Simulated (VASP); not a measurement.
W, 1 atom in the cell. The structure is cubic, space group Im-3m (No. 229). Conventional cell: a = 3.147 Å, b = 3.147 Å, c = 3.147 Å, α = 90.00°, β = 90.00°, γ = 90.00°. Within 3.6 Å of W (site symmetry m-3m) lie 14 W at 2.73 to 3.15 Å. 

```yaml
Program: VASP 6.6.1
Task: single point
Functional: r2SCAN
Potentials_or_basis: VASP PAW PBE potentials, release 64 (W_sv)
Cutoff: 520 eV
k_mesh: 24 × 24 × 24
Occupations: fermi-dirac, width 0.1 eV
Spin: no spin polarisation
Dipole_correction: no
Further_INCAR_settings: ALGO = Normal; EDIFF = 1e-06; NBANDS = 13
```

Potentials or basis: VASP PAW PBE potentials, release 64 (W_sv).

Launch:

```bash
$ cat potpaw_PBE.64/W_sv/POTCAR > POTCAR
$ cp INCAR.step1 INCAR
$ mpirun -np 1 vasp_std > vasp.out
$ cp INCAR.step2 INCAR
$ mpirun -np 1 vasp_std > vasp.out
```

Hardware: 1 thread of Intel Xeon 8259CL (shared host).

Task: Estimate the wall time of this run.

Result: Wall time 3.1 min on 1 thread of Intel Xeon 8259CL (shared host), peak memory 0.2 GiB. Counts: k points 413.
